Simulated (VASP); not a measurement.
Set up this calculation in VASP 6.6.1, as the native input.

| Quantity | Value |
| --- | --- |
| Task | single point |
| Functional | PBE |
| Potentials or basis | VASP PAW PBE potentials, release 64 (Ga_d, Sb, Te) |
| Cutoff | 520 eV |
| k mesh | 6 × 6 × 2 |
| Occupations | gaussian, width 0.1 eV |
| Spin | no spin polarisation |
| Dipole correction | no |
| Further INCAR settings | ALGO = Normal; EDIFF = 1e-07; NBANDS = 26 |

The structure of GaSb2Te2 lies in POSCAR:

```
GaSb2Te2
1.0
    5.3997007303      0.0000000000      0.0000000000
   -2.6998503651      4.6762780053      0.0000000000
    0.0000000000      0.0000000000      6.5927952028
Ga Sb Te
1 2 2
Direct
    0.0000000000      0.0000000000      0.5000000000
    0.3333333333      0.6666666667      0.5000000000
    0.6666666667      0.3333333333      0.5000000000
    0.3333333333      0.6666666667      0.0000000000
    0.6666666667      0.3333333333      0.0000000000
```

One way to write it, as run:

INCAR

```
PREC = Accurate ; ENCUT = 520
EDIFF = 1E-7 ; ISMEAR = 0
SIGMA = 0.1 ; LREAL = False
LASPH = True ; NELM = 80
ALGO = Normal ; ISIF = 2
LWAVE = False ; LCHARG = True
GGA = PE ; LELF = True
LVHAR = True ; NBANDS = 26
```

KPOINTS

```
Automatic mesh
0
Gamma
  6 6 2
```

Potentials or basis: VASP PAW PBE potentials, release 64 (Ga_d, Sb, Te).

Launch:

```console
$ cat potpaw_PBE.64/Ga_d/POTCAR potpaw_PBE.64/Sb/POTCAR potpaw_PBE.64/Te/POTCAR > POTCAR
$ mpirun -np 1 vasp_std > vasp.out
```

Results of the run:

The pressure is 0.1 GPa.

Caveat: the k points lie up to 0.48 Å⁻¹ apart.

Run time: 34 s on 1 thread of Intel(R) Xeon(R) 6975P-C (Granite Rapids), on a shared host, peak memory 0.3 GiB.
